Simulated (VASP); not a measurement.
# KI (Fm-3m) in VASP: relaxation of cell and atoms with LDA

Aim: the relaxation of cell and atoms of KI with LDA.

Program: VASP 6.6.1. These are calculated values, not measurements. Logs are shortened: lines on timing, memory, paths and dates and some standing lists are left out, and cuts for length are marked.

## Step 1: The cell of the first run

It takes space group Fm-3m (No. 225, cubic). Conventional cell: a = 7.049 Å, b = 7.049 Å, c = 7.049 Å, α = 90.00°, β = 90.00°, γ = 90.00°. K (site symmetry m-3m) has 6 I at 3.52 Å within 4.6 Å. I (site symmetry m-3m) has 6 K at 3.52 Å within 4.6 Å.

## Step 2: Relaxation of cell and atoms, LDA

Contents of INCAR:

```
  PREC = Accurate
  ENCUT = 600
  EDIFF = 1E-7
  ISMEAR = 0
  SIGMA = 0.02
  LREAL = F
  LASPH = T
  NELM = 60
  ALGO = Normal
  ISIF = 3
  LWAVE = F
  LCHARG = F
  GGA = CA
  IBRION = 2
  NSW = 100
  EDIFFG = -0.005
```

Contents of KPOINTS:

```
regular mesh
0
Gamma
  6 6 6
```

Contents of POSCAR:

```
KI
1.0
    0.0000000000      3.5245500000      3.5245500000
    3.5245500000      0.0000000000      3.5245500000
    3.5245500000      3.5245500000      0.0000000000
K I
1 1
Direct
    0.0000000000      0.0000000000      0.0000000000
    0.5000000000      0.5000000000      0.5000000000
```

Potentials or basis: VASP PAW LDA potentials, release 64 (K_sv, I).

On the command line:

```
cat potpaw_LDA.64/K_sv/POTCAR potpaw_LDA.64/I/POTCAR > POTCAR
mpirun -np 1 vasp_std > vasp.out
```

OUTCAR:

```text
PREC = Accurate
   ENCUT = 600
   EDIFF = 1E-7
   ISMEAR = 0
   LREAL = F
   LASPH = T
   NELM = 60
   ISIF = 3
   GGA = CA
   IBRION = 2
   NSW = 100
   EDIFFG = -0.005

 ion  position               nearest neighbor table
   1  0.000  0.000  0.000-   2 3.52   2 3.52   2 3.52   2 3.52   2 3.52   2 3.52
   2  0.500  0.500  0.500-   1 3.52   1 3.52   1 3.52   1 3.52   1 3.52   1 3.52

  LATTYP: Found a face centered cubic cell.
 ALAT       =     7.0491000000

  Lattice vectors:

 A1 = (   0.0000000000,   3.5245500000,   3.5245500000)
 A2 = (   3.5245500000,   0.0000000000,   3.5245500000)
 A3 = (   3.5245500000,   3.5245500000,   0.0000000000)

Analysis of symmetry for initial positions (statically):
=====================================================================
 Subroutine PRICEL returns:
 Original cell was already a primitive cell.

 Routine SETGRP: Setting up the symmetry group for a
 face centered cubic supercell.

 Subroutine GETGRP returns: Found 48 space group operations
 (whereof 48 operations were pure point group operations)
 out of a pool of 48 trial point group operations.

The static configuration has the point symmetry O_h .

Analysis of symmetry for dynamics (positions and initial velocities):
=====================================================================
 Subroutine PRICEL returns:
 Original cell was already a primitive cell.

 Routine SETGRP: Setting up the symmetry group for a
 face centered cubic supercell.

 Subroutine GETGRP returns: Found 48 space group operations
 (whereof 48 operations were pure point group operations)
 out of a pool of 48 trial point group operations.

The dynamic configuration has the point symmetry O_h .

 Subroutine INISYM returns: Found 48 space group operations
 (whereof 48 operations are pure point group operations),
 and found     1 'primitive' translations

----------------------------------------------------------------------------------------

                                     Primitive cell

  volume of cell :      87.5671

  direct lattice vectors                    reciprocal lattice vectors
     0.000000000  3.524550000  3.524550000    -0.141862082  0.141862082  0.141862082
     3.524550000  0.000000000  3.524550000     0.141862082 -0.141862082  0.141862082
     3.524550000  3.524550000  0.000000000     0.141862082  0.141862082 -0.141862082

  length of vectors
     4.984466411  4.984466411  4.984466411     0.245712333  0.245712333  0.245712333

  position of ions in fractional coordinates (direct lattice)
     0.000000000  0.000000000  0.000000000
     0.500000000  0.500000000  0.500000000

  ion indices of the primitive-cell ions
   primitive index   ion index
                 1           1
                 2           2

----------------------------------------------------------------------------------------

 KPOINTS: regular mesh

Automatic generation of k-mesh.
 Grid dimensions read from file:
 generate k-points for:    6    6    6

 Generating k-lattice:

  Cartesian coordinates                     Fractional coordinates (reciprocal lattice)
    -0.023643680  0.023643680  0.023643680     0.166666667  0.000000000  0.000000000
     0.023643680 -0.023643680  0.023643680     0.000000000  0.166666667  0.000000000
     0.023643680  0.023643680 -0.023643680     0.000000000  0.000000000  0.166666667

  Length of vectors
     0.040952056  0.040952056  0.040952056

  Shift w.r.t. Gamma in fractional coordinates (k-lattice)
     0.000000000  0.000000000  0.000000000

 Subroutine IBZKPT returns following result:
 ===========================================

 Found     16 irreducible k-points:

 Following reciprocal coordinates:
            Coordinates               Weight
  0.000000  0.000000  0.000000      1.000000
  0.166667  0.000000  0.000000      8.000000
  0.333333  0.000000  0.000000      8.000000
  0.500000  0.000000  0.000000      4.000000
  0.166667  0.166667  0.000000      6.000000
  0.333333  0.166667  0.000000     24.000000
[... 8 lines left out ...]
 -0.333333  0.333333  0.166667     24.000000
 -0.333333  0.500000  0.166667     12.000000
   k-points           NKPTS =     16   k-points in BZ     NKDIM =     16   number of bands    NBANDS=     12
   number of dos      NEDOS =    301   number of ions     NIONS =      2
   total plane-waves  NPLWV =  64000
   dimension x,y,z NGX =    40 NGY =   40 NGZ =   40
   dimension x,y,z NGXF=    80 NGYF=   80 NGZF=   80
   ions per type =               1   1
   NGX,Y,Z   is equivalent  to a cutoff of  13.34, 13.34, 13.34 a.u.
   NGXF,Y,Z  is equivalent  to a cutoff of  26.68, 26.68, 26.68 a.u.
 SYSTEM =  unknown system
   PREC   = accura    normal or accurate (medium, high low for compatibility)
   ISTART =      0    job   : 0-new  1-cont  2-samecut
   ICHARG =      2    charge: 1-file 2-atom 10-const
   ISPIN  =      1    spin polarized calculation?
   LNONCOLLINEAR =      F non collinear calculations
   LSORBIT =      F    spin-orbit coupling
   LASPH  =      T    aspherical Exc in radial PAW
   ENCUT  =  600.0 eV  44.10 Ry    6.64 a.u.   9.96  9.96  9.96*2*pi/ulx,y,z
   NELM   =     60;   NELMIN=  2; NELMDL= -5     # of ELM steps
   EDIFF  = 0.1E-06   stopping-criterion for ELM
   LREAL  =      F    real-space projection
   EDIFFG = -.5E-02   stopping-criterion for IOM
   NSW    =    100    number of steps for IOM
   IBRION =      2    ionic relax: 0-MD 1-quasi-New 2-CG
   NFREE  =      1    steps in history (QN), initial steepest desc. (CG)
   ISIF   =      3    stress and relaxation
   ISYM   =      2    0-nonsym 1-usesym 2-fastsym
   POTIM  = 0.5000    time-step for ionic-motion
   TEBEG  =    0.0;   TEEND  =   0.0 temperature during run
   PSTRESS=    0.0 pullay stress
   NELECT =      16.0000    total number of electrons
   NUPDOWN=      -1.0000    fix difference up-down
   EMIN   =  10.00;   EMAX   =-10.00  energy-range for DOS
   EFERMI =   0.00;   METHOD = LEGACY
   ISMEAR =     0;   SIGMA  =   0.02  broadening in eV -4-tet -1-fermi 0-gaus
   EFERMI_NEDOS =   21; number of points for ismear=-14 and -15
   IALGO  =     38    algorithm
   IMIX   =      4    mixing-type and parameters
     AMIX     =   0.40;   BMIX     =  1.00
     AMIX_MAG =   1.60;   BMIX_MAG =  1.00
  volume/ion in A,a.u.               =      43.78       295.47
  Fermi-wavevector in a.u.,A,eV,Ry     =   0.928969  1.755497 11.741598  0.862983
  Thomas-Fermi vector in A             =   2.055202
   LORBIT       =      0    0 simple, 1 ext, 2 COOP (PROOUT), +10 PAW based schemes
   GGA     = CA    functional components
   LHFCALC =     F    Hartree Fock is set to
   AEXX    =    0.0000 exact exchange contribution
   IVDW    =     0    specifies the selected vdW correction
   LEPSILON=     F    determine dielectric tensor
   LRPA    =     F    only Hartree local field effects (RPA)
 conjugate gradient relaxation of ions
 non-spin polarized calculation
 Gauss-broadening in eV      SIGMA  =   0.02
  energy-cutoff  :      600.00
  volume of cell :       87.57
 maximum number of plane-waves:      2954
   NGX = 19   NGY = 19   NGZ = 19

--------------------------------------- Ionic step        1  -------------------------------------------

 number of electron      15.9999999 magnetization

 Free energy of the ion-electron system (eV)
  ---------------------------------------------------
  ext. energy  EPLUGINS =         0.00000000
  ---------------------------------------------------
  free energy    TOTEN  =        -6.13346479 eV

  energy without entropy =       -6.13346479  energy(sigma->0) =       -6.13346479

------------------------ aborting loop because EDIFF is reached ----------------------------------------

  FORCE on cell =-STRESS in cart. coord.  units (eV):
  Direction    XX          YY          ZZ          XY          YZ          ZX
  --------------------------------------------------------------------------------------
  -------------------------------------------------------------------------------------
  Total       -0.6592921     -0.6592921     -0.6592921      0.0000000     -0.0000000     -0.0000000
  in kB      -12.0627806    -12.0627806    -12.0627806      0.0000000     -0.0000000     -0.0000000
  external PRESSURE =     -12.0627806 kB  Pullay stress =       0.0000000 kB
[... 21 lines left out ...]
  energy  without entropy=       -6.1334647934  energy(sigma->0) =       -6.13346479

--------------------------------------- Ionic step        2  -------------------------------------------

 number of electron      16.0000001 magnetization

 E-fermi :  -0.1531     XC(G=0):  -7.8404

 val. band max:       -0.3244476752   @ k =   0.0000   0.0000   0.0000
 cond. band min:       3.4211020017   @ k =   0.0000   0.0000   0.0000
 fundamental gap:      3.7455496769
 Fermi energy:        -0.1530955332

 k-point     1 :       0.0000    0.0000    0.0000
  band No.  band energies     occupation
      1     -28.3749      2.00000
      2     -12.1087      2.00000
      3     -12.1087      2.00000
      4     -12.1087      2.00000
      5     -10.9826      2.00000
      6      -0.3244      2.00000
      7      -0.3244      2.00000
      8      -0.3244      2.00000
      9       3.4211      0.00000
     10       5.9292      0.00000
     11       5.9292      0.00000
     12       5.9292      0.00000
[... 292 lines left out ...]
  energy  without entropy=       -6.1664478029  energy(sigma->0) =       -6.16644780

--------------------------------------- Ionic step        4  -------------------------------------------

 number of electron      16.0000000 magnetization

 Free energy of the ion-electron system (eV)
  ---------------------------------------------------
  ext. energy  EPLUGINS =         0.00000000
  ---------------------------------------------------
  free energy    TOTEN  =        -6.16649314 eV

  energy without entropy =       -6.16649314  energy(sigma->0) =       -6.16649314

 E-fermi :   0.1247     XC(G=0):  -8.0306

 val. band max:       -0.0439549387   @ k =   0.0000   0.0000   0.0000
 cond. band min:       3.8238699908   @ k =   0.0000   0.0000   0.0000
 fundamental gap:      3.8678249296
 Fermi energy:         0.1247406806

 k-point     1 :       0.0000    0.0000    0.0000
  band No.  band energies     occupation
      1     -28.0288      2.00000
      2     -11.7707      2.00000
      3     -11.7707      2.00000
      4     -11.7707      2.00000
      5     -10.7865      2.00000
      6      -0.0440      2.00000
      7      -0.0440      2.00000
      8      -0.0440      2.00000
      9       3.8239      0.00000
     10       6.1744      0.00000
     11       6.1744      0.00000
     12       6.1744      0.00000
[... 252 lines left out ...]
  FREE ENERGIE OF THE ION-ELECTRON SYSTEM (eV)
  ---------------------------------------------------
  free  energy   TOTEN  =        -6.1664931441 eV

  energy  without entropy=       -6.1664931441  energy(sigma->0) =       -6.16649314

 reached required accuracy - stopping structural energy minimisation
```

Wall time 48 s (1 thread of Intel Xeon Platinum 8488C (Sapphire Rapids), shared host); peak memory 0.19 GiB.

What came out:

* Free energy: -6.1665 eV
* Relaxed volume: 39.78 Å³/atom
* Relaxed cell: a = 4.828 Å, b = 4.828 Å, c = 4.828 Å, α = 60.00°, β = 60.00°, γ = 60.00°
* Space group after relaxing (to 0.05 Å): Fm-3m (No. 225)
* Energy gained by relaxing: 16.5 meV/atom
* Ionic steps: 4
* Pressure after relaxing: 0.0 GPa
* Band gap on the k mesh: 3.87 eV, direct

Step by step:
```
step  energy change (eV)  largest force (eV/Å)  pressure (GPa)  volume (Å³)
   1              0.0000                0.0000           -1.21        87.57
   2             -0.0245                0.0000           -0.68        83.46
   3             -0.0330                0.0000           -0.06        79.86
   4             -0.0330                0.0000            0.01        79.56
```

Final structure:
```
K I
1.0
     0.00000    3.41368    3.41368
     3.41368    0.00000    3.41368
     3.41368    3.41368    0.00000
K I
1 1
Cartesian
  3.4137 6.8274 3.4137
  3.4137 3.4137 3.4137
```

Caveat: spin-orbit coupling is left out, which moves the levels of the heavy elements. Zero-point motion and thermal expansion aren't in these numbers.
